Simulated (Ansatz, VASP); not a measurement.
## Two plane-wave programs on HfC

```xyz
2
Lattice="0.0000 2.2863 2.2863 2.2863 0.0000 2.2863 2.2863 2.2863 0.0000" Properties=species:S:1:pos:R:3 pbc="T T T"
Hf    0.0000    0.0000    0.0000
C     2.2863    2.2863    2.2863
```

Change from the starting cell: volume scaled by 1, PAW files.

Alike in both runs: task single point; functional LDA; k mesh 17 × 17 × 17; occupations fermi-dirac, width 0.08 eV; no spin polarisation.

```csv
,VASP,Ansatz
version,VASP 6.6.1,Ansatz 0.2.0
potentials or method,"VASP PAW LDA potentials, release 64 (Hf_pv, C)","PAW with Ansatz's default frozen-core files, scalar-relativistic"
plane-wave cutoff (eV),520,420
valence electrons in the cell,14,30
```

```csv
,VASP,Ansatz,Ansatz less VASP
pressure (GPa),0.7,0.0,-0.62
```

LDA's correlation is that of Perdew and Zunger in VASP and of Perdew and Wang (1992) in Ansatz. VASP's potentials hold 14 valence electrons a cell and Ansatz's 30, so a difference there can come from the potentials and not from the codes.

Spin-orbit coupling is off throughout.
